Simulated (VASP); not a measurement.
# Hg (P6_3/mmc) in VASP: a series of runs

Hg is run at these levels: LDA; tasks: single point, relaxation of cell and atoms.

All numbers are computed with VASP 6.6.1; they aren't measurements. Logs are shortened: lines on timing, memory, paths and dates and some standing lists are left out, and cuts for length are marked.

**1. The cell of the first run**

Symmetry: P6_3/mmc, No. 194, hexagonal system. The conventional cell has a = 3.179 Å, b = 3.179 Å, c = 5.051 Å, α = 90.00°, β = 90.00°, γ = 120.00°. Within 4.1 Å of Hg (site symmetry -6m2) lie 12 Hg at 3.12 to 3.18 Å.

**2. Single point, LDA**

Contents of INCAR:

```
PREC = Accurate ; ENCUT = 520
EDIFF = 1E-7 ; ISMEAR = -1
SIGMA = 0.05 ; LREAL = F
LASPH = T ; NELM = 60
ALGO = Normal ; ISIF = 2
LWAVE = F ; LCHARG = F
NBANDS = 19
```

Contents of KPOINTS:

```
Automatic mesh
0
Gamma
  15 15 8
```

Contents of POSCAR:

```
Hg
1.0
    3.1791125055      0.0000000000      0.0000000000
   -1.5895562527      2.7531921913      0.0000000000
    0.0000000000      0.0000000000      5.0511257269
Hg
2
Direct
    0.3333333333      0.6666666667      0.2500000000
    0.6666666667      0.3333333333      0.7500000000
```

Potentials or basis: VASP PAW LDA potentials, release 64 (Hg).

Started as:

```bash
$ cat potpaw_LDA.64/Hg/POTCAR > POTCAR
$ mpirun -np 1 vasp_std > vasp.out
```

OUTCAR:

```text
PREC = Accurate
   ENCUT = 520
   EDIFF = 1E-7
   ISMEAR = -1
   LREAL = F
   LASPH = T
   NELM = 60
   ISIF = 2

 ion  position               nearest neighbor table
   1  0.333  0.667  0.250-   2 3.12   2 3.12   2 3.12   2 3.12   2 3.12   2 3.12
   2  0.667  0.333  0.750-   1 3.12   1 3.12   1 3.12   1 3.12   1 3.12   1 3.12

  LATTYP: Found a hexagonal cell.
 ALAT       =     3.1791125055
 C/A-ratio  =     1.5888477423

  Lattice vectors:

 A1 = (   3.1791125055,   0.0000000000,   0.0000000000)
 A2 = (  -1.5895562527,   2.7531921913,   0.0000000000)
 A3 = (   0.0000000000,   0.0000000000,   5.0511257269)

Analysis of symmetry for initial positions (statically):
=====================================================================
 Subroutine PRICEL returns:
 Original cell was already a primitive cell.

 Routine SETGRP: Setting up the symmetry group for a
 hexagonal supercell.

 Subroutine GETGRP returns: Found 24 space group operations
 (whereof 12 operations were pure point group operations)
 out of a pool of 24 trial point group operations.

The static configuration has the point symmetry D_3d.
 The point group associated with its full space group is D_6h.

Analysis of symmetry for dynamics (positions and initial velocities):
=====================================================================
 Subroutine PRICEL returns:
 Original cell was already a primitive cell.

 Routine SETGRP: Setting up the symmetry group for a
 hexagonal supercell.

 Subroutine GETGRP returns: Found 24 space group operations
 (whereof 12 operations were pure point group operations)
 out of a pool of 24 trial point group operations.

The dynamic configuration has the point symmetry D_3d.
 The point group associated with its full space group is D_6h.

 Subroutine INISYM returns: Found 24 space group operations
 (whereof 12 operations are pure point group operations),
 and found     1 'primitive' translations

----------------------------------------------------------------------------------------

                                     Primitive cell

  volume of cell :      44.2110

  direct lattice vectors                    reciprocal lattice vectors
     3.179112506  0.000000000  0.000000000     0.314553196  0.181607373  0.000000000
    -1.589556253  2.753192191  0.000000000     0.000000000  0.363214745  0.000000000
     0.000000000  0.000000000  5.051125727     0.000000000  0.000000000  0.197975670

  length of vectors
     3.179112506  3.179112506  5.051125727     0.363214745  0.363214745  0.197975670

  position of ions in fractional coordinates (direct lattice)
     0.333333333  0.666666667  0.250000000
     0.666666667  0.333333333  0.750000000

  ion indices of the primitive-cell ions
   primitive index   ion index
                 1           1
                 2           2

----------------------------------------------------------------------------------------

 KPOINTS: Automatic mesh

Automatic generation of k-mesh.
 Grid dimensions read from file:
 generate k-points for:   15   15    8

 Generating k-lattice:

  Cartesian coordinates                     Fractional coordinates (reciprocal lattice)
     0.020970213  0.012107158  0.000000000     0.066666667  0.000000000  0.000000000
     0.000000000  0.024214316  0.000000000     0.000000000  0.066666667  0.000000000
     0.000000000  0.000000000  0.024746959     0.000000000  0.000000000  0.125000000

  Length of vectors
     0.024214316  0.024214316  0.024746959

  Shift w.r.t. Gamma in fractional coordinates (k-lattice)
     0.000000000  0.000000000  0.000000000

 Subroutine IBZKPT returns following result:
 ===========================================

 Found    135 irreducible k-points:

 Following reciprocal coordinates:
            Coordinates               Weight
  0.000000  0.000000  0.000000      1.000000
  0.066667 -0.000000  0.000000      6.000000
  0.133333  0.000000  0.000000      6.000000
  0.200000 -0.000000  0.000000      6.000000
  0.266667  0.000000  0.000000      6.000000
  0.333333 -0.000000  0.000000      6.000000
[... 16 lines left out ...]
  0.333333  0.200000  0.000000     12.000000
  0.400000  0.200000  0.000000      6.000000
 [... further k-points ...]
   k-points           NKPTS =    135   k-points in BZ     NKDIM =    135   number of bands    NBANDS=     19
   number of dos      NEDOS =    301   number of ions     NIONS =      2
   total plane-waves  NPLWV =  23040
   dimension x,y,z NGX =    24 NGY =   24 NGZ =   40
   dimension x,y,z NGXF=    48 NGYF=   48 NGZF=   80
   ions per type =               2
   NGX,Y,Z   is equivalent  to a cutoff of  12.55, 12.55, 13.17 a.u.
   NGXF,Y,Z  is equivalent  to a cutoff of  25.10, 25.10, 26.33 a.u.
 SYSTEM =  unknown system
   PREC   = accura    normal or accurate (medium, high low for compatibility)
   ISTART =      0    job   : 0-new  1-cont  2-samecut
   ICHARG =      2    charge: 1-file 2-atom 10-const
   ISPIN  =      1    spin polarized calculation?
   LNONCOLLINEAR =      F non collinear calculations
   LSORBIT =      F    spin-orbit coupling
   LASPH  =      T    aspherical Exc in radial PAW
   ENCUT  =  520.0 eV  38.22 Ry    6.18 a.u.   5.91  5.91  9.39*2*pi/ulx,y,z
   NELM   =     60;   NELMIN=  2; NELMDL= -5     # of ELM steps
   EDIFF  = 0.1E-06   stopping-criterion for ELM
   LREAL  =      F    real-space projection
   EDIFFG = 0.1E-05   stopping-criterion for IOM
   NSW    =      0    number of steps for IOM
   IBRION =     -1    ionic relax: 0-MD 1-quasi-New 2-CG
   NFREE  =      0    steps in history (QN), initial steepest desc. (CG)
   ISIF   =      2    stress and relaxation
   ISYM   =      2    0-nonsym 1-usesym 2-fastsym
   POTIM  = 0.5000    time-step for ionic-motion
   TEBEG  =    0.0;   TEEND  =   0.0 temperature during run
   PSTRESS=    0.0 pullay stress
   NELECT =      24.0000    total number of electrons
   NUPDOWN=      -1.0000    fix difference up-down
   EMIN   =  10.00;   EMAX   =-10.00  energy-range for DOS
   EFERMI =   0.00;   METHOD = LEGACY
   ISMEAR =    -1;   SIGMA  =   0.05  broadening in eV -4-tet -1-fermi 0-gaus
   EFERMI_NEDOS =   21; number of points for ismear=-14 and -15
   IALGO  =     38    algorithm
   IMIX   =      4    mixing-type and parameters
     AMIX     =   0.40;   BMIX     =  1.00
     AMIX_MAG =   1.60;   BMIX_MAG =  1.00
  volume/ion in A,a.u.               =      22.11       149.18
  Fermi-wavevector in a.u.,A,eV,Ry     =   1.335473  2.523678 24.265822  1.783488
  Thomas-Fermi vector in A             =   2.464174
   LORBIT       =      0    0 simple, 1 ext, 2 COOP (PROOUT), +10 PAW based schemes
   GGA     = CA    functional components
   LHFCALC =     F    Hartree Fock is set to
   AEXX    =    0.0000 exact exchange contribution
   IVDW    =     0    specifies the selected vdW correction
   LEPSILON=     F    determine dielectric tensor
   LRPA    =     F    only Hartree local field effects (RPA)
 non-spin polarized calculation
  energy-cutoff  :      520.00
  volume of cell :       44.21
 maximum number of plane-waves:      1206
 NGX is ok and might be reduce to    24
   NGX = 11   NGY = 11   NGZ = 19

 number of electron      24.0000006 magnetization

 Free energy of the ion-electron system (eV)
  ---------------------------------------------------
  ext. energy  EPLUGINS =         0.00000000
  ---------------------------------------------------
  free energy    TOTEN  =        -1.87437472 eV

  energy without entropy =       -1.86859445  energy(sigma->0) =       -1.87148458

 E-fermi :   2.9498     XC(G=0): -11.5460

 val. band max:        2.9488484214   @ k =   0.2667   0.2667   0.2500
 cond. band min:       2.9640902236   @ k =   0.3333   0.1333   0.1250
 fundamental gap:      0.0152418023
 Fermi energy:         2.9498040342

 k-point     1 :       0.0000    0.0000    0.0000
  band No.  band energies     occupation
      1      -6.5898      2.00000
      2      -5.2917      2.00000
      3      -4.0753      2.00000
      4      -4.0722      2.00000
      5      -4.0722      2.00000
      6      -3.8983      2.00000
[... 11 lines left out ...]
     18      18.2963      0.00000
     19      18.4017      0.00000

 k-point     2 :       0.0667   -0.0000    0.0000
  band No.  band energies     occupation
      1      -6.4862      2.00000
      2      -5.2332      2.00000
      3      -4.1705      2.00000
      4      -4.0248      2.00000
      5      -3.9742      2.00000
      6      -3.9115      2.00000
[... 11 lines left out ...]
     18      18.4149      0.00000
     19      18.9170      0.00000

 k-point     3 :       0.1333    0.0000    0.0000
  band No.  band energies     occupation
      1      -6.1873      2.00000
      2      -5.0828      2.00000
      3      -4.2613      2.00000
      4      -3.9607      2.00000
      5      -3.8955      2.00000
      6      -3.8882      2.00000
[... 11 lines left out ...]
     18      18.2844      0.00000
     19      18.6797      0.00000

 k-point     4 :       0.2000   -0.0000    0.0000
  band No.  band energies     occupation
      1      -5.7446      2.00000
      2      -4.9361      2.00000
      3      -4.2781      2.00000
      4      -4.0997      2.00000
      5      -3.9871      2.00000
      6      -3.9351      2.00000
[... 11 lines left out ...]
     18      16.5266      0.00000
     19      18.1450      0.00000

 k-point     5 :       0.2667    0.0000    0.0000
  band No.  band energies     occupation
      1      -5.3025      2.00000
      2      -4.9275      2.00000
      3      -4.3534      2.00000
      4      -4.0948      2.00000
      5      -4.0342      2.00000
      6      -3.9479      2.00000
[... 11 lines left out ...]
     18      15.9127      0.00000
     19      17.3069      0.00000
[... 334 lines left out ...]
      2      -4.6262      2.00000
      3      -4.5987      2.00000
      4      -4.3005      2.00000
      5      -4.1720      2.00000
      6      -3.8429      2.00000
[... 11 lines left out ...]
     18      13.9528      0.00000
     19      14.7654      0.00000

 k-point    22 :       0.2667    0.2000    0.0000
  band No.  band energies     occupation
      1      -4.7532      2.00000
      2      -4.7531      2.00000
      3      -4.6352      2.00000
      4      -4.1963      2.00000
      5      -4.0581      2.00000
      6      -3.7744      2.00000
[... 11 lines left out ...]
     18      12.6717      0.00000
     19      14.2253      0.00000

 k-point    23 :       0.3333    0.2000    0.0000
  band No.  band energies     occupation
      1      -4.8536      2.00000
      2      -4.7695      2.00000
      3      -4.6508      2.00000
      4      -4.1928      2.00000
      5      -3.8586      2.00000
      6      -3.8576      2.00000
[... 11 lines left out ...]
     18      12.2229      0.00000
     19      13.9521      0.00000

 k-point    24 :       0.4000    0.2000    0.0000
  band No.  band energies     occupation
      1      -4.8882      2.00000
      2      -4.7842      2.00000
      3      -4.6546      2.00000
      4      -4.1852      2.00000
      5      -3.8929      2.00000
      6      -3.7860      2.00000
[... 11 lines left out ...]
     18      12.0750      0.00000
     19      13.8642      0.00000

 [... further k-points ...]

------------------------ aborting loop because EDIFF is reached ----------------------------------------

  FORCE on cell =-STRESS in cart. coord.  units (eV):
  Direction    XX          YY          ZZ          XY          YZ          ZX
  --------------------------------------------------------------------------------------
  -------------------------------------------------------------------------------------
  Total        0.1395705      0.1395705      0.1755367      0.0000000     -0.0000000      0.0000000
  in kB        5.0579378      5.0579378      6.3613297      0.0000000     -0.0000000      0.0000000
  external PRESSURE =       5.4924018 kB  Pullay stress =       0.0000000 kB

 VOLUME and BASIS-vectors are now :
 -----------------------------------------------------------------------------
  energy-cutoff  :      520.00
  volume of cell :       44.21
      direct lattice vectors                 reciprocal lattice vectors
     3.179112506  0.000000000  0.000000000     0.314553196  0.181607373  0.000000000
    -1.589556253  2.753192191  0.000000000     0.000000000  0.363214745  0.000000000
     0.000000000  0.000000000  5.051125727     0.000000000  0.000000000  0.197975670

 POSITION                                       TOTAL-FORCE (eV/Angst)
 -----------------------------------------------------------------------------------
     -0.00000      1.83546      1.26278        -0.000000      0.000000      0.000000
      1.58956      0.91773      3.78834         0.000000     -0.000000      0.000000
 -----------------------------------------------------------------------------------
    total drift:                                0.000000     -0.000000      0.000000

  FREE ENERGIE OF THE ION-ELECTRON SYSTEM (eV)
  ---------------------------------------------------
  free  energy   TOTEN  =        -1.8743747185 eV

  energy  without entropy=       -1.8685944482  energy(sigma->0) =       -1.87148458
```

Wall time 78 s (1 thread of Intel Xeon 8259CL, shared host); peak memory 0.21 GiB.

What came out:

* Free energy: -1.8744 eV
* Pressure: 0.5 GPa
* Band gap on the k mesh: zero (bands 12 and 13 overlap by 1.41 eV)

Stress tensor (GPa, compression positive):
```
0.51 0.00 0.00
0.00 0.51 0.00
0.00 0.00 0.64
```

Levels at points of the mesh, in eV from the Fermi level:
```csv
k point,band 10,band 11,band 12,band 13,band 14,band 15
"(0.00, 0.00, 0.00)",-5.84,-5.84,-1.69,-1.04,12.79,12.79
"(0.00, 0.00, 0.50)",-6.09,-6.09,-6.09,7.54,7.54,13.35
```

Caveat: spin-orbit coupling is left out, which moves the levels of the heavy elements.

**3. Relaxation of cell and atoms, LDA**

Contents of INCAR:

```
  PREC = Accurate
  ENCUT = 600
  EDIFF = 1E-6
  ISMEAR = -1
  SIGMA = 0.05
  LREAL = False
  LASPH = True
  NELM = 60
  ALGO = Normal
  ISIF = 3
  LWAVE = False
  LCHARG = False
  GGA = CA
  IBRION = 2
  NSW = 45
  EDIFFG = -0.005
```

Contents of KPOINTS:

```
regular mesh
0
Gamma
  15 15 8
```

POSCAR is that of step 2.

Potentials or basis: VASP PAW LDA potentials, release 64 (Hg).

Started as:

```bash
$ cat potpaw_LDA.64/Hg/POTCAR > POTCAR
$ mpirun -np 1 vasp_std > vasp.out
```

It took 6.2 min on 1 thread of Intel Xeon 8259CL, shared host; peak memory 0.24 GiB.

The run converged. Its results:

* Free energy: -1.8755 eV
* Relaxed volume: 22.37 Å³/atom
* Relaxed cell: a = 3.191 Å, b = 3.191 Å, c = 5.074 Å, α = 90.00°, β = 90.00°, γ = 120.00°
* Space group after relaxing (to 0.1 Å): P6_3/mmc (No. 194)
* Energy gained by relaxing: 0.5 meV/atom
* Ionic steps: 5
* Pressure after relaxing: 0.0 GPa
* Band gap on the k mesh: zero (bands 12 and 13 overlap by 1.41 eV)

Step by step:
| step | energy change (eV) | largest force (eV/Å) | pressure (GPa) | volume (Å³) |
| --- | --- | --- | --- | --- |
| 1 | 0.0000 | 0.0000 | 0.63 | 44.21 |
| 2 | -0.0011 | 0.0000 | 0.04 | 44.77 |
| 3 | -0.0011 | 0.0000 | -0.04 | 44.81 |
| 4 | -0.0011 | 0.0000 | -0.04 | 44.79 |
| 5 | -0.0011 | 0.0000 | 0.03 | 44.75 |

Final structure:
```
Hg
1.0
     3.19110    0.00000    0.00000
    -1.59555    2.76357    0.00000
     0.00000    0.00000    5.07400
Hg
2
Direct
  0.33333 0.66667 0.25000
  0.66667 0.33333 0.75000
```

Levels at points of the mesh, in eV from the Fermi level:
```
           k point  band 9  band 10  band 11  band 12  band 13  band 14  band 15  band 16
(0.00, 0.00, 0.00)   -6.63    -5.80    -5.80    -1.61    -1.06    12.72    12.72    13.12
(0.00, 0.00, 0.50)   -6.05    -6.05    -6.05    -6.05     7.48     7.48    13.36    13.36
```

Caveat: spin-orbit coupling is left out, which moves the levels of the heavy elements.
